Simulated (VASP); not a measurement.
## Ba3Sr5Ti8O24: single point with PBEsol

Ba3Sr5Ti8O24:

```xyz
40
Lattice="7.8586 0.0000 0.0000 0.0000 7.8586 0.0000 0.0000 0.0000 7.8586" Properties=species:S:1:pos:R:3 pbc="T T T"
Sr    0.0409    0.0337    0.0440
Sr    0.0405    0.0324    3.9680
Sr    3.9646    0.0324    0.0438
Sr    3.9643    0.0320    3.9674
Sr    3.9678    3.9762    3.9708
Ba    0.0175    3.9479    0.0206
Ba    0.0171    3.9479    3.9488
Ba    3.9457    3.9479    0.0203
Ti    2.0242    1.9847    2.0275
Ti    2.0256    1.9850    5.9350
Ti    2.0189    5.9676    2.0221
Ti    2.0187    5.9701    5.9333
Ti    5.9318    1.9850    2.0288
Ti    5.9354    1.9831    5.9386
Ti    5.9302    5.9701    2.0219
Ti    5.9319    5.9733    5.9351
O     1.9467    1.8900    7.8283
O     1.9524    1.8886    3.9046
O     1.9479    5.9207    7.8279
O     1.9577    5.9111    3.9034
O     5.8633    1.8844    7.8293
O     5.8483    1.9036    3.9053
O     5.8609    5.9274    7.8284
O     5.8403    5.8956    3.9033
O     7.8254    1.8898    1.9496
O     7.8264    1.8845    5.8660
O     7.8250    5.9208    1.9505
O     7.8255    5.9272    5.8641
O     3.9016    1.8887    1.9551
O     3.9024    1.9034    5.8514
O     3.9005    5.9109    1.9608
O     3.9004    5.8956    5.8429
O     1.9341    7.8345    1.9369
O     1.9454    7.8355    5.8563
O     1.9697    3.8908    1.9726
O     1.9685    3.8914    5.8518
O     5.8533    7.8355    1.9484
O     5.8438    7.8359    5.8465
O     5.8489    3.8915    1.9712
O     5.8497    3.8905    5.8528
```

* Program: VASP 6.6.1
* Task: single point
* Functional: PBEsol
* Potentials or basis: VASP PAW PBE potentials, release 64 (Sr_sv, Ba_sv, Ti_sv, O)
* Cutoff: 520 eV
* k mesh: 1 × 1 × 1, shifted
* Occupations: fermi-dirac, width 0.05 eV
* Spin: no spin polarisation
* Dipole correction: no
* Further INCAR settings: LREAL = Auto; ALGO = Normal; EDIFF = 1e-06; NBANDS = 186; ISYM = 0

The pressure is 1.3 GPa and the largest force is 0.189 eV/Å. The band gap on the k mesh is 2.65 eV (least direct gap 2.68 eV).

Forces in eV/Å, atoms in the order of the input:
```
Sr  -0.017 -0.022 -0.017
Sr  -0.017 -0.020 -0.020
Sr  -0.019 -0.020 -0.018
Sr  -0.018 -0.023 -0.019
Sr  -0.020 -0.015 -0.020
Ba  -0.031 -0.029 -0.032
Ba  -0.030 -0.030 -0.034
Ba  -0.033 -0.030 -0.032
Ti  -0.098 -0.098 -0.098
Ti  -0.103 -0.099 -0.117
Ti  -0.094 -0.099 -0.087
Ti  -0.096 -0.092 -0.102
Ti  -0.116 -0.104 -0.105
Ti  -0.111 -0.107 -0.109
Ti  -0.101 -0.087 -0.099
Ti  -0.108 -0.092 -0.100
O    0.037 -0.017  0.058
O    0.050  0.000  0.064
O    0.033  0.078  0.063
O    0.053  0.057  0.062
O    0.039 -0.016  0.052
O    0.011  0.012  0.059
O    0.033  0.076  0.063
O    0.003  0.048  0.069
O    0.058 -0.015  0.037
O    0.055 -0.016  0.039
O    0.065  0.079  0.032
O    0.062  0.077  0.033
O    0.065  0.002  0.049
O    0.057  0.012  0.013
O    0.062  0.058  0.055
O    0.069  0.048  0.003
O    0.028  0.072  0.028
O    0.027  0.067  0.026
O    0.054  0.061  0.055
O    0.067  0.048  0.016
O    0.027  0.066  0.026
O    0.028  0.068  0.028
O    0.017  0.050  0.067
O    0.012  0.055  0.012
```

Stress tensor (GPa, compression positive):
```
1.29 0.20 0.20
0.20 1.22 0.20
0.20 0.20 1.29
```

Levels at points of the mesh, in eV from the valence-band top:
| k point | band 157 | band 158 | band 159 | band 160 | band 161 | band 162 | band 163 | band 164 |
| --- | --- | --- | --- | --- | --- | --- | --- | --- |
| (0.25, 0.25, 0.25) | -0.12 | -0.12 | -0.12 | 0.00 | 2.79 | 2.80 | 2.80 | 2.89 |

It took 15 min on 1 thread of Intel(R) Xeon(R) Platinum 8259CL CPU @ 2.50GHz (Skylake/Cascade Lake), on a shared host, peak memory 0.64 GiB.

Caveat: the PAW data sets were made with another functional, which shifts forces and pressure a little; spin-orbit coupling is left out, which moves the levels of the heavy elements; a shifted mesh leaves out Γ, where band edges can lie. A k mesh can miss the band edges.
